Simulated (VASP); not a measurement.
A run of VASP 6.6.1:

POSCAR

```
In2Au
1.0
    0.0000000000      3.2510000000      3.2510000000
    3.2510000000      0.0000000000      3.2510000000
    3.2510000000      3.2510000000      0.0000000000
In Au
2 1
Direct
    0.2500000000      0.2500000000      0.2500000000
    0.7500000000      0.7500000000      0.7500000000
    0.0000000000      0.0000000000      0.0000000000
```

File INCAR.step1:

```
PREC = Accurate ; ENCUT = 520
ISMEAR = 0 ; SIGMA = 0.1
LREAL = F ; LASPH = T
NELM = 100 ; NBANDS = 26
GGA = PE ; ALGO = Normal
EDIFF = 1E-4 ; LWAVE = T
LCHARG = F
```

Contents of INCAR.step2:

```
PREC = Accurate ; ENCUT = 520
EDIFF = 1E-6 ; ISMEAR = 0
SIGMA = 0.1 ; LREAL = F
LASPH = T ; NELM = 100
ALGO = Normal ; ISIF = 2
LWAVE = F ; LCHARG = T
METAGGA = R2SCAN ; LMIXTAU = T
LELF = T ; LVHAR = T
NBANDS = 26 ; ISTART = 1
```

File KPOINTS:

```
Automatic mesh
0
Gamma
  12 12 12
```

Potentials or basis: VASP PAW PBE potentials, release 64 (In_d, Au).

Command:

```console
$ cat potpaw_PBE.64/In_d/POTCAR potpaw_PBE.64/Au/POTCAR > POTCAR
$ cp INCAR.step1 INCAR
$ mpirun -np 1 vasp_std > vasp.out
$ cp INCAR.step2 INCAR
$ mpirun -np 1 vasp_std > vasp.out
```

Hardware: 1 thread of Intel(R) Xeon(R) Platinum 8259CL CPU @ 2.50GHz (Skylake/Cascade Lake) (shared host).

Question: Estimate the wall time of this run.

Answer: It took 6.9 min on 1 thread of Intel(R) Xeon(R) Platinum 8259CL CPU @ 2.50GHz (Skylake/Cascade Lake), with other jobs on the host, peak memory 0.29 GiB. Counts: k points 72.
